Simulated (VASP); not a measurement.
A run of VASP 6.6.1:

INCAR

```
PREC = Accurate
ENCUT = 520
EDIFF = 1E-7
ISMEAR = 0
SIGMA = 0.027000000000000003
LREAL = False
LASPH = True
NELM = 100
ALGO = Normal
ISIF = 2
LWAVE = False
LCHARG = False
GGA = PE
NBANDS = 21
```

File KPOINTS:

```
regular mesh
0
Gamma
  11 11 11
```

POSCAR

```
Ge
1.0
   -2.5744897190      2.5744897190      1.3974126432
    2.5744897190     -2.5744897190      1.3974126432
    2.5744897190      2.5744897190     -1.3974126432
Ge
2
Direct
    0.5000000000      0.5000000000      0.0000000000
    0.2500000000      0.7500000000      0.5000000000
```

Potentials or basis: VASP PAW PBE potentials, release 64 (Ge_d).

The run is started by

```bash
$ cat potpaw_PBE.64/Ge_d/POTCAR > POTCAR
$ mpirun -np 1 vasp_std > vasp.out
```

Hardware: 1 thread of Intel Xeon 8259CL (shared host).

**Question.** How long does it take, and how much memory?

**Answer.** It took 2.5 min on 1 thread of Intel Xeon 8259CL, with other jobs on the host, peak memory 0.22 GiB. Counts: scf iterations 12, k points 126.
